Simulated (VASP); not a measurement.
# Ti3H (Fd-3m) in VASP: single point with PBE

Aim: the single point of Ti3H with PBE.

Program: VASP 6.6.1. These are calculated values, not measurements. Logs are shortened: lines on timing, memory, paths and dates and some standing lists are left out, and cuts for length are marked.

## 1. The cell of the first run

It takes space group Fd-3m (No. 227, cubic). Conventional cell: a = 7.725 Å, b = 7.725 Å, c = 7.725 Å, α = 90.00°, β = 90.00°, γ = 90.00°. Ti (site symmetry -3m) has 2 Ti at 1.67 Å within 2.2 Å. Ti (site symmetry -43m) has 4 Ti at 1.67 Å within 2.2 Å. H (site symmetry -43m) has 22 Ti at 3.20 to 3.86 Å and 4 H at 3.35 Å within 4.2 Å.

## 2. Single point, PBE

The input, INCAR:

```
SYSTEM = Ti3H
PREC     = Accurate       ! precision mode
ENCUT    = 520            ! plane-wave cutoff, eV
EDIFF    = 1E-7           ! SCF threshold, eV
ISMEAR   = 0              ! smearing method
SIGMA    = 0.1            ! smearing width, eV
LREAL    = .False.        ! projectors in reciprocal space
LASPH    = .True.         ! aspherical terms in the spheres
NELM     = 60             ! most SCF steps
ALGO     = Normal         ! electronic algorithm
ISIF     = 2              ! what is computed and relaxed
LWAVE    = .False.        ! write WAVECAR
LCHARG   = .False.        ! write CHGCAR
GGA      = PE             ! functional
NBANDS   = 47             ! bands
```

The input, KPOINTS:

```
regular mesh
0
Gamma
  4 4 4
  0 0 0
```

The input, POSCAR:

```
Ti3H
1.0
    0.0000000000      3.8626369600      3.8626369600
    3.8626369600      0.0000000000      3.8626369600
    3.8626369600      3.8626369600      0.0000000000
Ti H
6 2
Direct
    0.6250000000      0.6250000000      0.6250000000
    0.6250000000      0.6250000000      0.1250000000
    0.6250000000      0.1250000000      0.6250000000
    0.1250000000      0.6250000000      0.6250000000
    0.7500000000      0.7500000000      0.7500000000
    0.5000000000      0.5000000000      0.5000000000
    0.0000000000      0.0000000000      0.0000000000
    0.2500000000      0.2500000000      0.2500000000
```

Potentials or basis: VASP PAW PBE potentials, release 64 (Ti_sv, H).

Launch:

```bash
cat potpaw_PBE.64/Ti_sv/POTCAR potpaw_PBE.64/H/POTCAR > POTCAR
mpirun -np 1 vasp_std > vasp.out
```

OUTCAR:

```text
SYSTEM = Ti3H
   PREC = Accurate
   ENCUT = 520
   EDIFF = 1E-7
   ISMEAR = 0
   LREAL = .False.
   LASPH = .True.
   NELM = 60
   ISIF = 2
   GGA = PE

 ion  position               nearest neighbor table
   1  0.625  0.625  0.625-   5 1.67   6 1.67   4 2.73   2 2.73   3 2.73   2 2.73   3 2.73   4 2.73

   2  0.625  0.625  0.125-   5 1.67   6 1.67   1 2.73   1 2.73   3 2.73   4 2.73   3 2.73   4 2.73

   3  0.625  0.125  0.625-   5 1.67   6 1.67   1 2.73   2 2.73   1 2.73   2 2.73   4 2.73   4 2.73

   4  0.125  0.625  0.625-   5 1.67   6 1.67   1 2.73   2 2.73   3 2.73   1 2.73   2 2.73   3 2.73

   5  0.750  0.750  0.750-   1 1.67   2 1.67   3 1.67   4 1.67
   6  0.500  0.500  0.500-   1 1.67   2 1.67   3 1.67   4 1.67
   7  0.000  0.000  0.000-
   8  0.250  0.250  0.250-

  LATTYP: Found a face centered cubic cell.
 ALAT       =     7.7252739200

  Lattice vectors:

 A1 = (   0.0000000000,   3.8626369600,   3.8626369600)
 A2 = (   3.8626369600,   0.0000000000,   3.8626369600)
 A3 = (   3.8626369600,   3.8626369600,   0.0000000000)

Analysis of symmetry for initial positions (statically):
=====================================================================
 Subroutine PRICEL returns:
 Original cell was already a primitive cell.

 Routine SETGRP: Setting up the symmetry group for a
 face centered cubic supercell.

 Subroutine GETGRP returns: Found 48 space group operations
 (whereof 24 operations were pure point group operations)
 out of a pool of 48 trial point group operations.

The static configuration has the point symmetry T_d .
 The point group associated with its full space group is O_h .

Analysis of symmetry for dynamics (positions and initial velocities):
=====================================================================
 Subroutine PRICEL returns:
 Original cell was already a primitive cell.

 Routine SETGRP: Setting up the symmetry group for a
 face centered cubic supercell.

 Subroutine GETGRP returns: Found 48 space group operations
 (whereof 24 operations were pure point group operations)
 out of a pool of 48 trial point group operations.

The dynamic configuration has the point symmetry T_d .
 The point group associated with its full space group is O_h .

[... 93 lines left out ...]
   EDIFF  = 0.1E-06   stopping-criterion for ELM
   LREAL  =      F    real-space projection
   EDIFFG = 0.1E-05   stopping-criterion for IOM
   NSW    =      0    number of steps for IOM
   IBRION =     -1    ionic relax: 0-MD 1-quasi-New 2-CG
   NFREE  =      0    steps in history (QN), initial steepest desc. (CG)
   ISIF   =      2    stress and relaxation
   ISYM   =      2    0-nonsym 1-usesym 2-fastsym
   POTIM  = 0.5000    time-step for ionic-motion
   TEBEG  =    0.0;   TEEND  =   0.0 temperature during run
   PSTRESS=    0.0 pullay stress
   NELECT =      74.0000    total number of electrons
   NUPDOWN=      -1.0000    fix difference up-down
   EMIN   =  10.00;   EMAX   =-10.00  energy-range for DOS
   EFERMI =   0.00;   METHOD = LEGACY
   ISMEAR =     0;   SIGMA  =   0.10  broadening in eV -4-tet -1-fermi 0-gaus
   EFERMI_NEDOS =   21; number of points for ismear=-14 and -15
   IALGO  =     38    algorithm
   IMIX   =      4    mixing-type and parameters
     AMIX     =   0.40;   BMIX     =  1.00
     AMIX_MAG =   1.60;   BMIX_MAG =  1.00
  volume/ion in A,a.u.               =      14.41        97.23
  Fermi-wavevector in a.u.,A,eV,Ry     =   1.412293  2.668847 27.137798  1.994572
  Thomas-Fermi vector in A             =   2.534057
   LORBIT       =      0    0 simple, 1 ext, 2 COOP (PROOUT), +10 PAW based schemes
   GGA     = PE    functional components
   LHFCALC =     F    Hartree Fock is set to
   AEXX    =    0.0000 exact exchange contribution
   IVDW    =     0    specifies the selected vdW correction
   LEPSILON=     F    determine dielectric tensor
   LRPA    =     F    only Hartree local field effects (RPA)
 non-spin polarized calculation
 Gauss-broadening in eV      SIGMA  =   0.10
  energy-cutoff  :      520.00
  volume of cell :      115.26
 maximum number of plane-waves:      3138
 NGX is ok and might be reduce to    42
   NGX = 21   NGY = 21   NGZ = 21

 number of electron      73.9999998 magnetization

 Free energy of the ion-electron system (eV)
  ---------------------------------------------------
  ext. energy  EPLUGINS =         0.00000000
  ---------------------------------------------------
  free energy    TOTEN  =        -9.90516830 eV

  energy without entropy =       -9.85727147  energy(sigma->0) =       -9.88121988

 E-fermi :   6.5902     XC(G=0): -10.3271

 val. band max:        6.5238391092   @ k =   0.5000   0.2500   0.0000
 cond. band min:       6.6171468886   @ k =   0.5000   0.2500   0.0000
 fundamental gap:      0.0933077793
 Fermi energy:         6.5901733924

 k-point     1 :       0.0000    0.0000    0.0000
  band No.  band energies     occupation
      1     -53.7578      2.00000
      2     -50.9204      2.00000
      3     -50.9204      2.00000
      4     -50.9204      2.00000
      5     -50.8072      2.00000
      6     -46.1516      2.00000
[... 389 lines left out ...]
     46       8.3494      0.00000
     47       9.7810      0.00000

------------------------ aborting loop because EDIFF is reached ----------------------------------------

  FORCE on cell =-STRESS in cart. coord.  units (eV):
  Direction    XX          YY          ZZ          XY          YZ          ZX
  --------------------------------------------------------------------------------------
  -------------------------------------------------------------------------------------
  Total       87.1167105     87.1167105     87.1167105     -0.0000000     -0.0000000     -0.0000000
  in kB     1210.9616219   1210.9616219   1210.9616219     -0.0000000     -0.0000000     -0.0000000
  external PRESSURE =    1210.9616219 kB  Pullay stress =       0.0000000 kB

 VOLUME and BASIS-vectors are now :
 -----------------------------------------------------------------------------
  energy-cutoff  :      520.00
  volume of cell :      115.26
      direct lattice vectors                 reciprocal lattice vectors
     0.000000000  3.862636960  3.862636960    -0.129445248  0.129445248  0.129445248
     3.862636960  0.000000000  3.862636960     0.129445248 -0.129445248  0.129445248
     3.862636960  3.862636960  0.000000000     0.129445248  0.129445248 -0.129445248

 POSITION                                       TOTAL-FORCE (eV/Angst)
 -----------------------------------------------------------------------------------
      4.82830      4.82830      4.82830        -0.000000     -0.000000     -0.000000
      2.89698      2.89698      4.82830        -0.000000     -0.000000     -0.000000
      2.89698      4.82830      2.89698        -0.000000     -0.000000     -0.000000
      4.82830      2.89698      2.89698        -0.000000     -0.000000     -0.000000
      5.79396      5.79396      5.79396         0.000000     -0.000000     -0.000000
      3.86264      3.86264      3.86264        -0.000000      0.000000      0.000000
      0.00000      0.00000      0.00000        -0.000000     -0.000000     -0.000000
      1.93132      1.93132      1.93132         0.000000     -0.000000     -0.000000
 -----------------------------------------------------------------------------------
    total drift:                               -0.000000      0.000000      0.000000

  FREE ENERGIE OF THE ION-ELECTRON SYSTEM (eV)
  ---------------------------------------------------
  free  energy   TOTEN  =        -9.9051682956 eV

  energy  without entropy=       -9.8572714664  energy(sigma->0) =       -9.88121988
```

OSZICAR:

```text
N       E                     dE             d eps       ncg     rms          rms(c)
DAV:   1     0.118966219207E+04    0.11897E+04   -0.39658E+04   752   0.200E+03
DAV:   2     0.127645313619E+03   -0.10620E+04   -0.10360E+04   752   0.639E+02
DAV:   3    -0.566458890243E+01   -0.13331E+03   -0.13102E+03  1085   0.222E+02
[... 14 lines left out ...]
DAV:  18    -0.990516842518E+01    0.18029E-05   -0.21537E-05   976   0.494E-02    0.275E-03
DAV:  19    -0.990516849456E+01   -0.69374E-07   -0.17944E-06  1058   0.917E-03    0.216E-03
DAV:  20    -0.990516839354E+01    0.10102E-06   -0.48877E-08   576   0.181E-03    0.142E-03
DAV:  21    -0.990516826749E+01    0.12605E-06   -0.60720E-08   509   0.281E-03    0.309E-04
DAV:  22    -0.990516829555E+01   -0.28056E-07   -0.21365E-08   523   0.120E-03
   1 F= -.99051683E+01 E0= -.98812199E+01  d E =-.478968E-01
```

It took 1.8 min on 1 thread of Intel Xeon Platinum 8259CL at 2.50GHz (Skylake/Cascade Lake), shared host; peak memory 0.25 GiB.

What came out:

- Free energy: -9.9052 eV
- Pressure: 121.1 GPa
- Band gap on the k mesh: zero (band 37 reaches 7.45 eV, above the bottom of band 38 at 5.96 eV)
